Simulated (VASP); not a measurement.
# BaTiO3 (Pm-3m) in VASP: further runs

Aim: see how the results for BaTiO3 move with the level of theory and the settings. Levels: r2SCAN, HSE06. Tasks: single point.

Everything below comes from runs of VASP 6.6.1. Logs are shortened: lines on timing, memory, paths and dates and some standing lists are left out, and cuts for length are marked.

## 1. The cell of the first run

It takes space group Pm-3m (No. 221, cubic). The conventional cell has a = 4.154 Å, b = 4.154 Å, c = 4.154 Å, α = 90.00°, β = 90.00°, γ = 90.00°. Within 3.9 Å of Ba (site symmetry m-3m) lie 12 O at 2.94 Å and 8 Ti at 3.60 Å. Ti (site symmetry m-3m) has 6 O at 2.08 Å within 2.8 Å. O (site symmetry 4/mmm) has 2 Ti at 2.08 Å within 2.8 Å.

## 2. Single point, r2SCAN, non-collinear spin, zero start, spin-orbit coupling (strain +4.0%)

File POSCAR:

```
BaTiO3
1.0
    4.1538603812      0.0000000000      0.0000000000
    0.0000000000      4.1538603812      0.0000000000
    0.0000000000      0.0000000000      4.1538603812
Ba Ti O
1 1 3
Direct
    0.0000000000      0.0000000000      0.0000000000
    0.5000000000      0.5000000000      0.5000000000
    0.5000000000      0.5000000000      0.0000000000
    0.5000000000      0.0000000000      0.5000000000
    0.0000000000      0.5000000000      0.5000000000
```

File INCAR.step1:

```
PREC = Accurate
ENCUT = 520
ISMEAR = 0
SIGMA = 0.01
LREAL = False
LASPH = True
NELM = 150
MAGMOM = 0 0 0 0 0 0 0 0 0 0 0 0 0 0 0
LSORBIT = True
GGA_COMPAT = False
LMAXMIX = 4
NBANDS = 55
GGA = PE
ALGO = Normal
EDIFF = 1E-4
LWAVE = True
LCHARG = False
```

File INCAR.step2:

```
PREC = Accurate
ENCUT = 520
EDIFF = 1E-6
ISMEAR = 0
SIGMA = 0.01
LREAL = False
LASPH = True
NELM = 150
ALGO = Normal
ISIF = 2
LWAVE = False
LCHARG = False
MAGMOM = 0 0 0 0 0 0 0 0 0 0 0 0 0 0 0
LORBIT = 11
LSORBIT = True
GGA_COMPAT = False
LORBMOM = True
LMAXMIX = 4
METAGGA = R2SCAN
LMIXTAU = True
NBANDS = 55
ISTART = 1
```

File KPOINTS:

```
regular mesh
0
Gamma
  6 6 6
```

Potentials or basis: VASP PAW PBE potentials, release 64 (Ba_sv, Ti_sv, O).

The run is started by

```bash
cat potpaw_PBE.64/Ba_sv/POTCAR potpaw_PBE.64/Ti_sv/POTCAR potpaw_PBE.64/O/POTCAR > POTCAR
cp INCAR.step1 INCAR
mpirun -np 1 vasp_ncl > vasp.out
cp INCAR.step2 INCAR
mpirun -np 1 vasp_ncl > vasp.out
```

OUTCAR:

```text
PREC = Accurate
   ENCUT = 520
   EDIFF = 1E-6
   ISMEAR = 0
   LREAL = False
   LASPH = True
   NELM = 150
   ISIF = 2
   LORBIT = 11
   LSORBIT = True
   METAGGA = R2SCAN
   ISTART = 1

 ion  position               nearest neighbor table
   1  0.000  0.000  0.000-   3 2.94   4 2.94   5 2.94   4 2.94   5 2.94   3 2.94   5 2.94   5 2.94
                             3 2.94   4 2.94   4 2.94   3 2.94   2 3.60   2 3.60   2 3.60   2 3.60
   2  0.500  0.500  0.500-   3 2.08   4 2.08   5 2.08   3 2.08   4 2.08   5 2.08   1 3.60   1 3.60
                             1 3.60   1 3.60   1 3.60   1 3.60   1 3.60   1 3.60
   3  0.500  0.500  0.000-   2 2.08   2 2.08   1 2.94   1 2.94   1 2.94   1 2.94
   4  0.500  0.000  0.500-   2 2.08   2 2.08   1 2.94   1 2.94   1 2.94   1 2.94
   5  0.000  0.500  0.500-   2 2.08   2 2.08   1 2.94   1 2.94   1 2.94   1 2.94

  LATTYP: Found a simple cubic cell.
 ALAT       =     4.1538603812

  Lattice vectors:

 A1 = (   4.1538603812,   0.0000000000,   0.0000000000)
 A2 = (   0.0000000000,   4.1538603812,   0.0000000000)
 A3 = (   0.0000000000,   0.0000000000,   4.1538603812)

Analysis of symmetry for initial positions (statically):
=====================================================================
 Subroutine PRICEL returns:
 Original cell was already a primitive cell.

 Routine SETGRP: Setting up the symmetry group for a
 simple cubic supercell.

 Subroutine GETGRP returns: Found 48 space group operations
 (whereof 48 operations were pure point group operations)
 out of a pool of 48 trial point group operations.

The static configuration has the point symmetry O_h .

Analysis of symmetry for dynamics (positions and initial velocities):
=====================================================================
 Subroutine PRICEL returns:
 Original cell was already a primitive cell.

 Routine SETGRP: Setting up the symmetry group for a
 simple cubic supercell.

 Subroutine GETGRP returns: Found 48 space group operations
 (whereof 48 operations were pure point group operations)
 out of a pool of 48 trial point group operations.

The dynamic configuration has the point symmetry O_h .

Analysis of structural, dynamic, and magnetic symmetry:
=====================================================================
 Subroutine PRICEL returns:
 Original cell was already a primitive cell.

 Routine SETGRP: Setting up the symmetry group for a
 simple cubic supercell.

 Subroutine GETGRP returns: Found 48 space group operations
 (whereof 48 operations were pure point group operations)
 out of a pool of 48 trial point group operations.

The overall configuration has the point symmetry O_h .

 Subroutine INISYM returns: Found 48 space group operations
 (whereof 48 operations are pure point group operations),
 and found     1 'primitive' translations

----------------------------------------------------------------------------------------

                                     Primitive cell

  volume of cell :      71.6730

  direct lattice vectors                    reciprocal lattice vectors
     4.153860381  0.000000000  0.000000000     0.240739916  0.000000000  0.000000000
     0.000000000  4.153860381  0.000000000     0.000000000  0.240739916  0.000000000
     0.000000000  0.000000000  4.153860381     0.000000000  0.000000000  0.240739916

  length of vectors
     4.153860381  4.153860381  4.153860381     0.240739916  0.240739916  0.240739916

  position of ions in fractional coordinates (direct lattice)
     0.000000000  0.000000000  0.000000000
     0.500000000  0.500000000  0.500000000
     0.500000000  0.500000000  0.000000000
     0.500000000  0.000000000  0.500000000
     0.000000000  0.500000000  0.500000000

  ion indices of the primitive-cell ions
   primitive index   ion index
                 1           1
                 2           2
                 3           3
                 4           4
                 5           5

----------------------------------------------------------------------------------------

 KPOINTS: regular mesh

Automatic generation of k-mesh.
 Grid dimensions read from file:
 generate k-points for:    6    6    6

 Generating k-lattice:

  Cartesian coordinates                     Fractional coordinates (reciprocal lattice)
     0.040123319  0.000000000  0.000000000     0.166666667  0.000000000  0.000000000
     0.000000000  0.040123319  0.000000000     0.000000000  0.166666667  0.000000000
     0.000000000  0.000000000  0.040123319     0.000000000  0.000000000  0.166666667

  Length of vectors
     0.040123319  0.040123319  0.040123319

[... 73 lines left out ...]
   METAGGA = R2SCAN    functional components
   LHFCALC =     F    Hartree Fock is set to
   AEXX    =    0.0000 exact exchange contribution
   IVDW    =     0    specifies the selected vdW correction
   LEPSILON=     F    determine dielectric tensor
   LRPA    =     F    only Hartree local field effects (RPA)
 Gauss-broadening in eV      SIGMA  =   0.01
  energy-cutoff  :      520.00
  volume of cell :       71.67
 maximum number of plane-waves:      3912
 NGX is ok and might be reduce to    32
   NGX = 15   NGY = 15   NGZ = 15

 number of electron      40.0000012 magnetization      -0.0000000      0.0000000     -0.0000000

 number of electron      40.0000012 magnetization       0.0000000      0.0000000      0.0000000

 number of electron      40.0000012 magnetization       0.0000000     -0.0000000      0.0000000

 Free energy of the ion-electron system (eV)
  ---------------------------------------------------
  ext. energy  EPLUGINS =         0.00000000
  ---------------------------------------------------
  free energy    TOTEN  =       -74.05315692 eV

  energy without entropy =      -74.05315692  energy(sigma->0) =      -74.05315692

 E-fermi :   2.8311     XC(G=0): -11.2987

 val. band max:        2.7212092078   @ k =   0.5000   0.5000   0.5000
 cond. band min:       4.5693760651   @ k =   0.0000   0.0000   0.0000
 fundamental gap:      1.8481668573
 Fermi energy:         2.8310505355

 k-point     1 :       0.0000    0.0000    0.0000
  band No.  band energies     occupation
      1     -56.6665      1.00000
      2     -56.6665      1.00000
      3     -32.2084      1.00000
      4     -32.2084      1.00000
      5     -31.5489      1.00000
      6     -31.5489      1.00000
[... 1089 lines left out ...]
     51       9.6209      0.00000
     52       9.6209      0.00000
 [bands above 52 left out]

------------------------ aborting loop because EDIFF is reached ----------------------------------------

  FORCE on cell =-STRESS in cart. coord.  units (eV):
  Direction    XX          YY          ZZ          XY          YZ          ZX
  --------------------------------------------------------------------------------------
  -------------------------------------------------------------------------------------
  Total       -6.7362837     -6.7362837     -6.7362837     -0.0000000     -0.0000000      0.0000000
  in kB     -150.5827637   -150.5827637   -150.5827637     -0.0000000     -0.0000000      0.0000000
  external PRESSURE =    -150.5827637 kB  Pullay stress =       0.0000000 kB

 VOLUME and BASIS-vectors are now :
 -----------------------------------------------------------------------------
  energy-cutoff  :      520.00
  volume of cell :       71.67
      direct lattice vectors                 reciprocal lattice vectors
     4.153860381  0.000000000  0.000000000     0.240739916  0.000000000  0.000000000
     0.000000000  4.153860381  0.000000000     0.000000000  0.240739916  0.000000000
     0.000000000  0.000000000  4.153860381     0.000000000  0.000000000  0.240739916

 POSITION                                       TOTAL-FORCE (eV/Angst)
 -----------------------------------------------------------------------------------
      0.00000      0.00000      0.00000         0.000000      0.000000      0.000000
      2.07693      2.07693      2.07693         0.000000      0.000000      0.000000
      2.07693      2.07693      0.00000         0.000000      0.000000      0.000000
      2.07693      0.00000      2.07693         0.000000      0.000000      0.000000
      0.00000      2.07693      2.07693         0.000000      0.000000      0.000000
 -----------------------------------------------------------------------------------
    total drift:                                0.000000     -0.000000     -0.000000

  FREE ENERGIE OF THE ION-ELECTRON SYSTEM (eV)
  ---------------------------------------------------
  free  energy   TOTEN  =       -74.0531569185 eV

  energy  without entropy=      -74.0531569185  energy(sigma->0) =      -74.05315692

 orbital moment (x)

 # of ion     p       d       tot
 ----------------------------------------
  1         0.000   0.000   0.000
  2         0.000  -0.000  -0.000
  3         0.000   0.000   0.000
  4         0.000   0.000   0.000
  5         0.000   0.000   0.000
 ----------------------------------------
            0.000  -0.000  -0.000

 orbital moment (y)

 # of ion     p       d       tot
 ----------------------------------------
  1         0.000   0.000   0.000
  2         0.000  -0.000  -0.000
  3         0.000   0.000   0.000
  4         0.000   0.000   0.000
  5        -0.000   0.000  -0.000
 ----------------------------------------
            0.000  -0.000  -0.000

 orbital moment (z)

 # of ion     p       d       tot
 ----------------------------------------
  1         0.000   0.000   0.000
  2         0.000   0.000   0.000
  3         0.000   0.000   0.000
  4        -0.000   0.000  -0.000
  5         0.000   0.000   0.000
 ----------------------------------------
            0.000   0.000   0.000

 Spin-Orbit-Coupling matrix elements

 Ion:    1  E_soc:     -0.3621720
 l=   1
     0.0000000    -0.0602429    -0.0602429
    -0.0602429     0.0000000    -0.0602429
    -0.0602429    -0.0602429     0.0000000
 l=   2
     0.0000000    -0.0000271     0.0000000    -0.0000271    -0.0000919
    -0.0000271     0.0000000    -0.0000689    -0.0000271    -0.0000230
     0.0000000    -0.0000689     0.0000000    -0.0000689     0.0000000
    -0.0000271    -0.0000271    -0.0000689     0.0000000    -0.0000230
    -0.0000919    -0.0000230     0.0000000    -0.0000230     0.0000000
 l=   3
     0.0000000     0.0000000     0.0000000     0.0000000     0.0000000     0.0000000     0.0000000
     0.0000000     0.0000000     0.0000000     0.0000000     0.0000000     0.0000000     0.0000000
     0.0000000     0.0000000     0.0000000     0.0000000     0.0000000     0.0000000     0.0000000
     0.0000000     0.0000000     0.0000000     0.0000000     0.0000000     0.0000000     0.0000000
[... 69 lines left out ...]
 l=   2
     0.0000000     0.0000000     0.0000000     0.0000000     0.0000000
     0.0000000     0.0000000     0.0000000     0.0000000     0.0000000
     0.0000000     0.0000000     0.0000000     0.0000000     0.0000000
     0.0000000     0.0000000     0.0000000     0.0000000     0.0000000
     0.0000000     0.0000000     0.0000000     0.0000000     0.0000000
 l=   3
     0.0000000     0.0000000     0.0000000     0.0000000     0.0000000     0.0000000     0.0000000
     0.0000000     0.0000000     0.0000000     0.0000000     0.0000000     0.0000000     0.0000000
     0.0000000     0.0000000     0.0000000     0.0000000     0.0000000     0.0000000     0.0000000
     0.0000000     0.0000000     0.0000000     0.0000000     0.0000000     0.0000000     0.0000000
     0.0000000     0.0000000     0.0000000     0.0000000     0.0000000     0.0000000     0.0000000
     0.0000000     0.0000000     0.0000000     0.0000000     0.0000000     0.0000000     0.0000000
     0.0000000     0.0000000     0.0000000     0.0000000     0.0000000     0.0000000     0.0000000

 total charge

# of ion       s       p       d       tot
------------------------------------------
    1        2.011   5.650   0.241   7.901
    2        2.178   6.203   1.531   9.911
    3        1.563   3.444   0.000   5.007
    4        1.563   3.444   0.000   5.007
    5        1.563   3.444   0.000   5.007
--------------------------------------------------
tot          8.877  22.184   1.772  32.833

 magnetization (x)

# of ion       s       p       d       tot
------------------------------------------
    1        0.000   0.000  -0.000  -0.000
    2        0.000  -0.000  -0.000  -0.000
    3        0.000   0.000   0.000   0.000
    4       -0.000  -0.000   0.000  -0.000
    5        0.000   0.000   0.000   0.000
--------------------------------------------------
tot          0.000  -0.000  -0.000  -0.000

 magnetization (y)

# of ion       s       p       d       tot
------------------------------------------
    1        0.000  -0.000  -0.000  -0.000
    2       -0.000  -0.000   0.000   0.000
    3       -0.000  -0.000   0.000  -0.000
    4        0.000   0.000   0.000   0.000
    5        0.000   0.000   0.000   0.000
--------------------------------------------------
tot          0.000  -0.000   0.000  -0.000

 magnetization (z)

# of ion       s       p       d       tot
------------------------------------------
    1        0.000  -0.000   0.000   0.000
    2        0.000  -0.000  -0.000   0.000
    3        0.000  -0.000   0.000  -0.000
    4        0.000  -0.000   0.000  -0.000
    5        0.000  -0.000   0.000  -0.000
--------------------------------------------------
tot          0.000  -0.000   0.000  -0.000
```

It took 6.7 min on 1 thread of AMD EPYC 9R45 (Zen 5), shared host; peak memory 0.4 GiB.

Results:

```
Free energy                                           : -74.0532 eV
Pressure                                              : -15.1 GPa
Net moment                                            : 0.00 μB per cell
Valence electrons inside the program's atomic spheres : Ba 7.90; Ti 9.91; O 5.01
```

Moments on the atoms (μB; x, y, z):
```
Ba  0.00 0.00 0.00
Ti  0.00 0.00 0.00
O   0.00 0.00 0.00
O   0.00 0.00 0.00
O   0.00 0.00 0.00
```

Caveat: the cell differs from its parent crystal (strain +4.0%); the cell stands under tension; the PAW data sets were made with another functional, which shifts forces and pressure a little.

## 3. Single point, HSE06 (strain -3.0%)

Edit POSCAR of step 2 so:

```diff
@@ -2,5 +2,5 @@
 1.0
-    4.1538603812      0.0000000000      0.0000000000
-    0.0000000000      4.1538603812      0.0000000000
-    0.0000000000      0.0000000000      4.1538603812
+    3.8742736248      0.0000000000      0.0000000000
+    0.0000000000      3.8742736248      0.0000000000
+    0.0000000000      0.0000000000      3.8742736248
 Ba Ti O
```

File INCAR.step1:

```
SYSTEM = BaTiO3
PREC = Accurate
ENCUT = 520
EDIFF = 1E-5
ISMEAR = 0
SIGMA = 0.01
LREAL = .False.
LASPH = .True.
NELM = 80
ALGO = Normal
ISIF = 2
LWAVE = .True.
LCHARG = .False.
GGA = PE
NBANDS = 28
```

File INCAR.step2:

```
SYSTEM = BaTiO3
PREC = Accurate
ENCUT = 520
EDIFF = 1E-6
ISMEAR = 0
SIGMA = 0.01
LREAL = .False.
LASPH = .True.
NELM = 80
ALGO = Normal
ISIF = 2
LWAVE = .False.
LCHARG = .False.
GGA = PE
LHFCALC = .True.
HFSCREEN = 0.2079
PRECFOCK = Fast
ISTART = 1
NBANDS = 28
```

File KPOINTS:

```
Automatic mesh
0
Gamma
  4 4 4
  0 0 0
```

Potentials or basis: VASP PAW PBE potentials, release 64 (Ba_sv, Ti_sv, O).

The run is started by

```bash
cat potpaw_PBE.64/Ba_sv/POTCAR potpaw_PBE.64/Ti_sv/POTCAR potpaw_PBE.64/O/POTCAR > POTCAR
cp INCAR.step1 INCAR
mpirun -np 1 vasp_std > vasp.out
cp INCAR.step2 INCAR
mpirun -np 1 vasp_std > vasp.out
```

Run time: 16 min. Hardware: 1 thread of Intel Xeon Platinum 8259CL at 2.50GHz (Skylake/Cascade Lake), shared host; peak memory 0.29 GiB.

It converged, with:

```
Free energy            : -48.0675 eV
Pressure               : 19.7 GPa
Band gap on the k mesh : 3.37 eV (least direct gap 3.38 eV)
```

Levels at points of the mesh, in eV from the valence-band top:
```tsv
k point	band 18	band 19	band 20	band 21	band 22	band 23
(0.00, 0.00, 0.00)	-0.01	-0.01	-0.01	3.37	3.37	3.37
(0.50, 0.00, 0.00)	-2.03	-0.76	-0.76	3.60	5.65	5.65
(0.50, 0.50, 0.00)	-0.82	-0.82	-0.11	5.67	5.67	6.22
(0.50, 0.50, 0.50)	0.00	0.00	0.00	6.59	6.59	6.59
```

Caveat: the cell differs from its parent crystal (strain -3.0%); the cell stands under pressure; the PAW data sets were made with another functional, which shifts forces and pressure a little; spin-orbit coupling is left out, which moves the levels of the heavy elements. A k mesh can miss the band edges.
